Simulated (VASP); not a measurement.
A run of VASP 6.6.1 is set up as follows.

INCAR

```
SYSTEM = Ho2O
PREC = Accurate
ENCUT = 600
EDIFF = 1E-7
ISMEAR = 0
SIGMA = 0.2
LREAL = .False.
LASPH = .True.
NELM = 200
ALGO = Normal
ISIF = 3
LWAVE = .False.
LCHARG = .False.
GGA = PE
IBRION = 2
NSW = 36
EDIFFG = -0.08
GGA_COMPAT = .False.
NELMIN = 4
LMAXMIX = 6
```

File KPOINTS:

```
regular mesh
0
Gamma
  6 6 1
  0 0 0
```

The input POSCAR:

```
Ho2O
1.0
    2.8467725600      0.0000000000      0.0000000000
   -1.4233862800      2.4653773500      0.0000000000
    0.0000000000      0.0000000000     16.3906672700
Ho O
4 2
Direct
    0.6666666700      0.3333333300      0.5000000000
    0.0000000000      0.0000000000      0.3337369800
    0.0000000000      0.0000000000      0.0000000000
    0.0000000000      0.0000000000      0.6662630200
    0.6666666700      0.3333333300      0.1668329900
    0.6666666700      0.3333333300      0.8331670100
```

Potentials or basis: VASP PAW PBE potentials, release 64 (Ho_3, O), 4f in core.

Launch:

```console
$ cat potpaw_PBE.64/Ho_3/POTCAR potpaw_PBE.64/O/POTCAR > POTCAR
$ mpirun -np 1 vasp_std > vasp.out
```

(1) Estimate the space group after relaxing (to 0.1 Å).

(2) Predict the relaxed volume.

## Answers

(1) P-6m2 (No. 187).

(2) 19.57 Å³/atom.

Caveat: the k points lie up to 0.52 Å⁻¹ apart in the final cell; a cell axis changed by over 15 % at a fixed basis, so the end point is rough; the run has no spin polarisation, though such a crystal can be magnetic.
